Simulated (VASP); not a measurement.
Write the native input for VASP 6.6.1 that does the following.

| Item | Value |
| --- | --- |
| Task | single point |
| Functional | PBE |
| Potentials or basis | VASP PAW PBE potentials, release 64 (Cs_sv, Re) |
| Cutoff | 520 eV |
| k mesh | 6 × 6 × 4 |
| Occupations | gaussian, width 0.025 eV |
| Spin | no spin polarisation |
| Dipole correction | no |
| Further INCAR settings | ALGO = Fast; EDIFF = 1e-06; NBANDS = 15 |

The structure of CsRe lies in POSCAR:

```
CsRe
1.0
    3.6893539700      0.0000000000      0.0000000000
   -1.8446769800      3.1950742600      0.0000000000
    0.0000000000      0.0000000000      5.6314427200
Cs Re
1 1
Direct
    0.0028220000      0.0177320000      0.4944620000
    0.0100150000      0.0159480000      0.0002110000
```

The input as run:

INCAR

```
PREC = Accurate
ENCUT = 520
EDIFF = 1E-6
ISMEAR = 0
SIGMA = 0.025
LREAL = False
LASPH = True
NELM = 60
ALGO = Fast
ISIF = 2
LWAVE = False
LCHARG = False
GGA = PE
NBANDS = 15
```

KPOINTS

```
regular mesh
0
Gamma
  6 6 4
```

Potentials or basis: VASP PAW PBE potentials, release 64 (Cs_sv, Re).

Command:

```bash
$ cat potpaw_PBE.64/Cs_sv/POTCAR potpaw_PBE.64/Re/POTCAR > POTCAR
$ mpirun -np 1 vasp_std > vasp.out
```

It gave:

The pressure is -7.1 GPa. The largest force is 0.285 eV/Å. The band gap on the k mesh is zero (bands 8 and 9 overlap by 0.82 eV).

Caveat: the stress differs along the axes, from -13 to 4 GPa; spin-orbit coupling is left out, which moves the levels of the heavy elements.

Run time: 120 s on 1 thread of Oxide Virtual Turin-like Processor, on a shared host, peak memory 0.2 GiB.
